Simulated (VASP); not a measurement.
The system is Ge2BiP3.

```
Ge Bi P
1.0
     6.33924    0.00000    0.00000
    -3.16962    5.48994    0.00000
     0.00000    0.00000    3.67310
Ge Bi P
2 1 3
Direct
  0.66667 0.33333 0.00000
  0.33333 0.66667 0.00000
  0.00000 0.00000 0.00000
  0.50000 0.00000 0.50000
  0.00000 0.50000 0.50000
  0.50000 0.50000 0.50000
```

* Program: VASP 6.6.1
* Task: relaxation of cell and atoms
* Functional: PBE
* Potentials or basis: VASP PAW PBE potentials, release 64 (Ge_d, Bi_d, P)
* Cutoff: 600 eV
* k mesh: 6 × 6 × 10
* Occupations: gaussian, width 0.1 eV
* Spin: no spin polarisation

At the start: pressure -2.6 GPa; volume 21.31 Å³/atom.

Task: How do energy, volume and symmetry change on relaxing?

Result: Over 10 steps the energy falls by 43.4 meV/atom and the volume is 20.58 Å³/atom (-3.4 %); space group P6/mmm (No. 191, to 0.05 Å).

Step by step:
```
step  energy change (eV)  largest force (eV/Å)  pressure (GPa)  volume (Å³)
   1              0.0000                0.0000           -2.57       127.83
   2             -0.0838                0.0000            0.52       121.59
   3             -0.0869                0.0000            1.16       120.37
   4             -0.1784                0.0000            2.13       119.19
   5              0.0947                0.0000            7.34       114.90
   6             -0.2044                0.0000            3.37       117.94
   7             -0.2103                0.0000            2.91       118.33
   8             -0.2560                0.0000            0.32       123.27
   9             -0.2564                0.0000            0.58       122.73
  10             -0.2605                0.0000            0.02       123.49
```

Final structure:
```cif
data_structure
_symmetry_space_group_name_H-M 'P 1'
_symmetry_Int_Tables_number 1
_cell_length_a 6.4978
_cell_length_b 6.4978
_cell_length_c 3.3774
_cell_angle_alpha 90.000
_cell_angle_beta 90.000
_cell_angle_gamma 120.000
_cell_volume 123.49
loop_
_atom_site_label
_atom_site_type_symbol
_atom_site_fract_x
_atom_site_fract_y
_atom_site_fract_z
_atom_site_occupancy
Ge1 Ge 0.66667 0.33333 0.00000 1
Ge2 Ge 0.33333 0.66667 0.00000 1
Bi1 Bi 0.00000 0.00000 0.00000 1
P1 P 0.50000 0.00000 0.50000 1
P2 P 0.00000 0.50000 0.50000 1
P3 P 0.50000 0.50000 0.50000 1
```
